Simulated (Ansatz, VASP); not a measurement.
**One calculation of LiAlH3, two programs**

Contents of INCAR:

```
SYSTEM = LiAlH3
PREC     = Accurate       ! precision mode
ENCUT    = 600            ! plane-wave cutoff, eV
EDIFF    = 1E-6           ! SCF threshold, eV
ISMEAR   = 0              ! smearing method
SIGMA    = 0.1            ! smearing width, eV
LREAL    = .FALSE.        ! projectors in reciprocal space
LASPH    = .TRUE.         ! aspherical terms in the spheres
NELM     = 60             ! most SCF steps
ALGO     = Normal         ! electronic algorithm
ISIF     = 3              ! what is computed and relaxed
LWAVE    = .FALSE.        ! write WAVECAR
LCHARG   = .FALSE.        ! write CHGCAR
GGA      = PE             ! functional
IBRION   = 2              ! ionic algorithm
NSW      = 90             ! ionic steps
EDIFFG   = -0.04          ! ionic threshold
```

KPOINTS

```
regular mesh
0
G
  4 4 4
  0 0 0
```

POSCAR

```
LiAlH3
1.0
    5.6802652100      0.0000000000      0.0000000000
    0.0000000000      5.6802652100      0.0000000000
    0.0000000000      0.0000000000      4.0165540500
Li Al H
2 2 6
Direct
    0.0000000000      0.5000000000      0.5000000000
    0.5000000000      0.0000000000      0.5000000000
    0.5000000000      0.5000000000      0.0000000000
    0.0000000000      0.0000000000      0.0000000000
    0.7911785600      0.2911785600      0.0000000000
    0.7088214400      0.7911785600      0.0000000000
    0.5000000000      0.5000000000      0.5000000000
    0.2088214400      0.7088214400      0.0000000000
    0.2911785600      0.2088214400      0.0000000000
    0.0000000000      0.0000000000      0.5000000000
```

Input for Ansatz:

```yaml
crystal:
  lattice:
    - [5.68026521, 0.0, 0.0]
    - [0.0, 5.68026521, 0.0]
    - [0.0, 0.0, 4.01655405]
  atoms:
    - { symbol: Li, position: [0.0, 0.5, 0.5] }
    - { symbol: Li, position: [0.5, 0.0, 0.5] }
    - { symbol: Al, position: [0.5, 0.5, 0.0] }
    - { symbol: Al, position: [0.0, 0.0, 0.0] }
    - { symbol: H, position: [0.79117856, 0.29117856, 0.0] }
    - { symbol: H, position: [0.70882144, 0.79117856, 0.0] }
    - { symbol: H, position: [0.5, 0.5, 0.5] }
    - { symbol: H, position: [0.20882144, 0.70882144, 0.0] }
    - { symbol: H, position: [0.29117856, 0.20882144, 0.0] }
    - { symbol: H, position: [0.0, 0.0, 0.5] }
basis:
  ecutwfc: 420
kpoints:
  mp_grid: { grid: [4, 4, 4] }
hamiltonian:
  xc: pbe
scf:
  occupations: { method: gaussian, width: 0.1 }
  lower_state_search: "off"
output:
  forces: true
  stress: true
  eigenvalues: true
relax:
  adjacent_minimum: "off"
  f_tol: 0.04
  max_steps: 70
  cell: { stress_tol: 0.4 }
```

Alike in both runs: task relaxation of cell and atoms; functional PBE; k mesh 4 × 4 × 4; occupations gaussian, width 0.1 eV; no spin polarisation.

|  | VASP | Ansatz |
| --- | --- | --- |
| version | VASP 6.6.1 | Ansatz 0.2.0 |
| potentials or method | VASP PAW PBE potentials, release 64 (Li_sv, Al, H), cutoff 600 eV | scalar-relativistic, plane waves, PAW |
| valence electrons in the cell | 18 | 18 |

```csv
,VASP,Ansatz,Ansatz less VASP
"gap on the k mesh at the Fermi level, each at its own relaxed structure (eV)",none,none,-
relaxed volume (Å³/atom),9.77,9.74,-0.031
relaxed length of the cell vector where the two differ most in proportion (Å),3.691,3.686,-0.0049
```

A gap of «none» marks a metal or a gap that the smearing closes.

The k mesh is coarse, so the values compare programs but aren't converged. Noted on VASP's run: the cutoff is under 1.25 times that of the potentials, so the pressure is a little rough; the volume moved by over 15 % at a fixed basis, so the end points are rough.
